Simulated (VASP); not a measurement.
# ZrTi3C4 (Pmmm) in VASP: single point with PBE

Aim: the single point of ZrTi3C4 with PBE.

All numbers are computed with VASP 6.6.1; they aren't measurements. Logs are shortened: lines on timing, memory, paths and dates and some standing lists are left out, and cuts for length are marked.

## (1) The cell of the first run

It takes space group Pmmm (No. 47, orthorhombic). Conventional cell: a = 3.138 Å, b = 4.447 Å, c = 6.275 Å, α = 90.00°, β = 90.00°, γ = 90.00°. Zr (site symmetry mmm) has 6 C at 2.22 to 2.28 Å within 2.9 Å. Within 2.9 Å of Ti (site symmetry mm2) lie 6 C at 2.19 to 2.24 Å. Ti (site symmetry mmm) has 6 C at 2.16 to 2.22 Å within 2.9 Å. Within 3.3 Å of C (site symmetry mm2) lie 4 Ti at 2.16 to 2.22 Å and 2 Zr at 2.28 Å and 12 C at 2.98 to 3.30 Å. Within 2.9 Å of C (site symmetry mmm) lie 6 Ti at 2.19 to 2.22 Å. Within 2.9 Å of C (site symmetry mmm) lie 2 Zr at 2.22 Å and 4 Ti at 2.24 Å.

## (2) Single point, PBE, collinear spin

Input file INCAR:

```
  PREC = Accurate
  ENCUT = 520
  EDIFF = 1E-7
  ISMEAR = 0
  SIGMA = 0.1
  LREAL = F
  LASPH = T
  NELM = 150
  ALGO = Normal
  ISIF = 2
  LWAVE = F
  LCHARG = F
  ISPIN = 2
  MAGMOM = 1 1 1 1 0 0 0 0
  LORBIT = 11
  LMAXMIX = 4
  GGA = PE
  NBANDS = 46
```

Input file KPOINTS:

```
regular mesh
0
Gamma
  6 4 4
```

Input file POSCAR:

```
ZrTi3C4
1.0
    3.1379051000      0.0000000000      0.0000000000
    0.0000000000      4.4470501000      0.0000000000
    0.0000000000      0.0000000000      6.2747391000
Zr Ti C
1 3 4
Direct
    0.5000000000      0.5000000000      0.5000000000
    0.0000000000      0.0000000000      0.2441250000
    0.0000000000      0.0000000000      0.7558750000
    0.5000000000      0.5000000000      0.0000000000
    0.0000000000      0.5000000000      0.7628410000
    0.5000000000      0.0000000000      0.0000000000
    0.0000000000      0.5000000000      0.2371590000
    0.5000000000      0.0000000000      0.5000000000
```

Potentials or basis: VASP PAW PBE potentials, release 64 (Zr_sv, Ti_sv, C).

Launch:

```console
$ cat potpaw_PBE.64/Zr_sv/POTCAR potpaw_PBE.64/Ti_sv/POTCAR potpaw_PBE.64/C/POTCAR > POTCAR
$ mpirun -np 1 vasp_std > vasp.out
```

OUTCAR:

```text
PREC = Accurate
   ENCUT = 520
   EDIFF = 1E-7
   ISMEAR = 0
   LREAL = F
   LASPH = T
   NELM = 150
   ISIF = 2
   ISPIN = 2
   LORBIT = 11
   GGA = PE

 ion  position               nearest neighbor table
   1  0.500  0.500  0.500-   8 2.22   8 2.22   5 2.28   7 2.28   5 2.28   7 2.28   4 3.14   4 3.14
                             3 3.16   3 3.16   2 3.16   3 3.16   2 3.16   2 3.16   2 3.16   3 3.16
   2  0.000  0.000  0.244-   6 2.19   6 2.19   7 2.22   7 2.22   8 2.24   8 2.24   1 3.16   1 3.16
                             1 3.16   1 3.16
   3  0.000  0.000  0.756-   6 2.19   6 2.19   5 2.22   5 2.22   8 2.24   8 2.24   1 3.16   1 3.16
                             1 3.16   1 3.16
   4  0.500  0.500  0.000-   5 2.16   7 2.16   5 2.16   7 2.16   6 2.22   6 2.22   1 3.14   1 3.14

   5  0.000  0.500  0.763-   4 2.16   4 2.16   3 2.22   3 2.22   1 2.28   1 2.28
   6  0.500  0.000  0.000-   2 2.19   3 2.19   2 2.19   3 2.19   4 2.22   4 2.22
   7  0.000  0.500  0.237-   4 2.16   4 2.16   2 2.22   2 2.22   1 2.28   1 2.28
   8  0.500  0.000  0.500-   1 2.22   1 2.22   3 2.24   2 2.24   2 2.24   3 2.24

  LATTYP: Found a simple orthorhombic cell.
 ALAT       =     3.1379051000
 B/A-ratio  =     1.4172035031
 C/A-ratio  =     1.9996586576

  Lattice vectors:

 A1 = (   3.1379051000,   0.0000000000,   0.0000000000)
 A2 = (   0.0000000000,   4.4470501000,   0.0000000000)
 A3 = (   0.0000000000,   0.0000000000,   6.2747391000)

Analysis of symmetry for initial positions (statically):
=====================================================================
 Subroutine PRICEL returns:
 Original cell was already a primitive cell.

 Routine SETGRP: Setting up the symmetry group for a
 simple orthorhombic supercell.

 Subroutine GETGRP returns: Found  8 space group operations
 (whereof  8 operations were pure point group operations)
 out of a pool of  8 trial point group operations.

The static configuration has the point symmetry D_2h.

Analysis of symmetry for dynamics (positions and initial velocities):
=====================================================================
 Subroutine PRICEL returns:
 Original cell was already a primitive cell.

 Routine SETGRP: Setting up the symmetry group for a
 simple orthorhombic supercell.

 Subroutine GETGRP returns: Found  8 space group operations
 (whereof  8 operations were pure point group operations)
 out of a pool of  8 trial point group operations.

The dynamic configuration has the point symmetry D_2h.

Analysis of structural, dynamic, and magnetic symmetry:
=====================================================================
 Subroutine PRICEL returns:
 Original cell was already a primitive cell.

 Routine SETGRP: Setting up the symmetry group for a
 simple orthorhombic supercell.

 Subroutine GETGRP returns: Found  8 space group operations
 (whereof  8 operations were pure point group operations)
 out of a pool of  8 trial point group operations.

The overall configuration has the point symmetry D_2h.

 Subroutine INISYM returns: Found  8 space group operations
 (whereof  8 operations are pure point group operations),
 and found     1 'primitive' translations

----------------------------------------------------------------------------------------

                                     Primitive cell

  volume of cell :      87.5604

  direct lattice vectors                    reciprocal lattice vectors
     3.137905100  0.000000000  0.000000000     0.318683953  0.000000000  0.000000000
     0.000000000  4.447050100  0.000000000     0.000000000  0.224868166  0.000000000
     0.000000000  0.000000000  6.274739100     0.000000000  0.000000000  0.159369176

  length of vectors
     3.137905100  4.447050100  6.274739100     0.318683953  0.224868166  0.159369176

  position of ions in fractional coordinates (direct lattice)
     0.500000000  0.500000000  0.500000000
     0.000000000  0.000000000  0.244125000
     0.000000000  0.000000000  0.755875000
     0.500000000  0.500000000  0.000000000
     0.000000000  0.500000000  0.762841000
     0.500000000  0.000000000  0.000000000
     0.000000000  0.500000000  0.237159000
     0.500000000  0.000000000  0.500000000

  ion indices of the primitive-cell ions
   primitive index   ion index
                 1           1
                 2           2
                 3           3
                 4           4
                 5           5
                 6           6
                 7           7
                 8           8

----------------------------------------------------------------------------------------

 KPOINTS: regular mesh

Automatic generation of k-mesh.
 Grid dimensions read from file:
 generate k-points for:    6    4    4

 Generating k-lattice:

  Cartesian coordinates                     Fractional coordinates (reciprocal lattice)
     0.053113992  0.000000000  0.000000000     0.166666667  0.000000000  0.000000000
     0.000000000  0.056217041  0.000000000     0.000000000  0.250000000  0.000000000
     0.000000000  0.000000000  0.039842294     0.000000000  0.000000000  0.250000000

  Length of vectors
     0.053113992  0.056217041  0.039842294

  Shift w.r.t. Gamma in fractional coordinates (k-lattice)
     0.000000000  0.000000000  0.000000000

 Subroutine IBZKPT returns following result:
 ===========================================

 Found     36 irreducible k-points:

 Following reciprocal coordinates:
            Coordinates               Weight
  0.000000  0.000000  0.000000      1.000000
  0.166667  0.000000  0.000000      2.000000
  0.333333  0.000000  0.000000      2.000000
  0.500000  0.000000  0.000000      1.000000
  0.000000  0.250000  0.000000      2.000000
  0.166667  0.250000  0.000000      4.000000
[... 16 lines left out ...]
  0.333333  0.500000  0.250000      4.000000
  0.500000  0.500000  0.250000      2.000000
 [... further k-points ...]
   k-points           NKPTS =     36   k-points in BZ     NKDIM =     36   number of bands    NBANDS=     46
   number of dos      NEDOS =    301   number of ions     NIONS =      8
   total plane-waves  NPLWV =  41472
   dimension x,y,z NGX =    24 NGY =   36 NGZ =   48
   dimension x,y,z NGXF=    48 NGYF=   72 NGZF=   96
   ions per type =               1   3   4
   NGX,Y,Z   is equivalent  to a cutoff of  12.72, 13.46, 12.72 a.u.
   NGXF,Y,Z  is equivalent  to a cutoff of  25.43, 26.92, 25.43 a.u.
 SYSTEM =  unknown system
   PREC   = accura    normal or accurate (medium, high low for compatibility)
   ISTART =      0    job   : 0-new  1-cont  2-samecut
   ICHARG =      2    charge: 1-file 2-atom 10-const
   ISPIN  =      2    spin polarized calculation?
   LNONCOLLINEAR =      F non collinear calculations
   LSORBIT =      F    spin-orbit coupling
   LASPH  =      T    aspherical Exc in radial PAW
   ENCUT  =  520.0 eV  38.22 Ry    6.18 a.u.   5.83  8.27 11.67*2*pi/ulx,y,z
   NELM   =    150;   NELMIN=  2; NELMDL= -5     # of ELM steps
   EDIFF  = 0.1E-06   stopping-criterion for ELM
   LREAL  =      F    real-space projection
   EDIFFG = 0.1E-05   stopping-criterion for IOM
   NSW    =      0    number of steps for IOM
   IBRION =     -1    ionic relax: 0-MD 1-quasi-New 2-CG
   NFREE  =      0    steps in history (QN), initial steepest desc. (CG)
   ISIF   =      2    stress and relaxation
   ISYM   =      2    0-nonsym 1-usesym 2-fastsym
   POTIM  = 0.5000    time-step for ionic-motion
   TEBEG  =    0.0;   TEEND  =   0.0 temperature during run
   PSTRESS=    0.0 pullay stress
   NELECT =      64.0000    total number of electrons
   NUPDOWN=      -1.0000    fix difference up-down
   EMIN   =  10.00;   EMAX   =-10.00  energy-range for DOS
   EFERMI =   0.00;   METHOD = LEGACY
   ISMEAR =     0;   SIGMA  =   0.10  broadening in eV -4-tet -1-fermi 0-gaus
   EFERMI_NEDOS =   21; number of points for ismear=-14 and -15
   IALGO  =     38    algorithm
   IMIX   =      4    mixing-type and parameters
     AMIX     =   0.40;   BMIX     =  1.00
     AMIX_MAG =   1.60;   BMIX_MAG =  1.00
  volume/ion in A,a.u.               =      10.95        73.86
  Fermi-wavevector in a.u.,A,eV,Ry     =   1.474684  2.786749 29.588496  2.174693
  Thomas-Fermi vector in A             =   2.589425
   LORBIT       =     11    0 simple, 1 ext, 2 COOP (PROOUT), +10 PAW based schemes
   GGA     = PE    functional components
   LHFCALC =     F    Hartree Fock is set to
   AEXX    =    0.0000 exact exchange contribution
   IVDW    =     0    specifies the selected vdW correction
   LEPSILON=     F    determine dielectric tensor
   LRPA    =     F    only Hartree local field effects (RPA)
 spin polarized calculation
 Gauss-broadening in eV      SIGMA  =   0.10
  energy-cutoff  :      520.00
  volume of cell :       87.56
 maximum number of plane-waves:      2377
 NGX is ok and might be reduce to    24
   NGX = 11   NGY = 17   NGZ = 23

 number of electron      63.9999991 magnetization       0.0000566

 number of electron      63.9999991 magnetization      -0.0000383

 Free energy of the ion-electron system (eV)
  ---------------------------------------------------
  ext. energy  EPLUGINS =         0.00000000
  ---------------------------------------------------
  free energy    TOTEN  =       -75.12899615 eV

  energy without entropy =      -75.11945006  energy(sigma->0) =      -75.12422311

 E-fermi :   9.3270     XC(G=0): -12.4923

 val. band max:        9.3168506803   @ k =   0.0000   0.0000   0.2500
 cond. band min:       9.3410836572   @ k =   0.3333   0.0000   0.5000
 fundamental gap:      0.0242329769
 Fermi energy:         9.3269933957

 spin component 1

 k-point     1 :       0.0000    0.0000    0.0000
  band No.  band energies     occupation
      1     -47.3741      1.00000
      2     -47.3516      1.00000
      3     -47.1929      1.00000
      4     -38.2700      1.00000
      5     -23.7419      1.00000
      6     -23.7121      1.00000
[... 36 lines left out ...]
     43      12.8392      0.00000
     44      12.9746      0.00000
[... 1040 lines left out ...]
      4     -38.2010      1.00000
      5     -23.7760      1.00000
      6     -23.7161      1.00000
[... 36 lines left out ...]
     43      14.1664      0.00000
     44      14.3609      0.00000

 [... further k-points ...]

 spin component 2

 k-point     1 :       0.0000    0.0000    0.0000
  band No.  band energies     occupation
      1     -47.3740      1.00000
      2     -47.3516      1.00000
      3     -47.1929      1.00000
      4     -38.2700      1.00000
      5     -23.7419      1.00000
      6     -23.7120      1.00000
[... 36 lines left out ...]
     43      12.8392      0.00000
     44      12.9746      0.00000
[... 1040 lines left out ...]
      4     -38.2010      1.00000
      5     -23.7760      1.00000
      6     -23.7161      1.00000
[... 36 lines left out ...]
     43      14.1664      0.00000
     44      14.3609      0.00000

 [... further k-points ...]

 [bands above 44 left out]

------------------------ aborting loop because EDIFF is reached ----------------------------------------

  FORCE on cell =-STRESS in cart. coord.  units (eV):
  Direction    XX          YY          ZZ          XY          YZ          ZX
  --------------------------------------------------------------------------------------
  -------------------------------------------------------------------------------------
  Total        0.5257756     -0.1121659     -0.1262326      0.0000000      0.0000000      0.0000000
  in kB        9.6206291     -2.0524086     -2.3098009      0.0000000      0.0000000      0.0000000
  external PRESSURE =       1.7528065 kB  Pullay stress =       0.0000000 kB

 VOLUME and BASIS-vectors are now :
 -----------------------------------------------------------------------------
  energy-cutoff  :      520.00
  volume of cell :       87.56
      direct lattice vectors                 reciprocal lattice vectors
     3.137905100  0.000000000  0.000000000     0.318683953  0.000000000  0.000000000
     0.000000000  4.447050100  0.000000000     0.000000000  0.224868166  0.000000000
     0.000000000  0.000000000  6.274739100     0.000000000  0.000000000  0.159369176

 POSITION                                       TOTAL-FORCE (eV/Angst)
 -----------------------------------------------------------------------------------
      1.56895      2.22353      3.13737         0.000000      0.000000      0.000000
      0.00000      0.00000      1.53182        -0.000000      0.000000     -0.033872
      0.00000      0.00000      4.74292         0.000000      0.000000      0.033872
      1.56895      2.22353      0.00000         0.000000      0.000000      0.000000
      0.00000      2.22353      4.78663         0.000000      0.000000      0.001793
      1.56895      0.00000      0.00000         0.000000      0.000000      0.000000
      0.00000      2.22353      1.48811         0.000000      0.000000     -0.001793
      1.56895      0.00000      3.13737         0.000000      0.000000      0.000000
 -----------------------------------------------------------------------------------
    total drift:                                0.000000     -0.000000     -0.000000

  FREE ENERGIE OF THE ION-ELECTRON SYSTEM (eV)
  ---------------------------------------------------
  free  energy   TOTEN  =       -75.1289961481 eV

  energy  without entropy=      -75.1194500647  energy(sigma->0) =      -75.12422311

 total charge

# of ion       s       p       d       tot
------------------------------------------
    1        2.197   6.067   1.774  10.038
    2        2.185   6.216   1.889  10.291
    3        2.185   6.216   1.889  10.291
    4        2.195   6.234   1.922  10.351
    5        0.895   1.499   0.000   2.394
    6        0.890   1.475   0.000   2.365
    7        0.895   1.499   0.000   2.394
    8        0.896   1.486   0.000   2.381
--------------------------------------------------
tot         12.338  30.693   7.474  50.504

 magnetization (x)

# of ion       s       p       d       tot
------------------------------------------
    1       -0.000  -0.000  -0.000  -0.000
    2       -0.000  -0.000   0.000   0.000
    3       -0.000  -0.000   0.000   0.000
    4        0.000  -0.000   0.000   0.000
    5        0.000  -0.000   0.000   0.000
    6        0.000  -0.000   0.000  -0.000
    7        0.000  -0.000   0.000   0.000
    8        0.000  -0.000   0.000   0.000
--------------------------------------------------
tot          0.000  -0.000   0.000   0.000
```

Run time: 2.7 min. Hardware: 1 thread of Intel Xeon 6975P-C (Granite Rapids), shared host; peak memory 0.36 GiB.

Results:

```yaml
Free_energy: -75.1290 eV
Pressure: 0.2 GPa
Largest_force: 0.034 eV/Å
Band_gap_on_the_k_mesh: zero (filled and empty bands overlap)
Net_moment: 0.00 μB per cell
Valence_electrons_inside_the_program's_atomic_spheres: Zr 10.04; Ti 10.29, 10.35 (each value once); C 2.39, 2.37, 2.38 (each value once)
```

Forces on the atoms (eV/Å):
```
Zr   0.000  0.000  0.000
Ti   0.000  0.000 -0.034
Ti   0.000  0.000  0.034
Ti   0.000  0.000  0.000
C    0.000  0.000  0.002
C    0.000  0.000  0.000
C    0.000  0.000 -0.002
C    0.000  0.000  0.000
```

The gap in the log of VASP goes by the Fermi energy; the results here count the filled bands.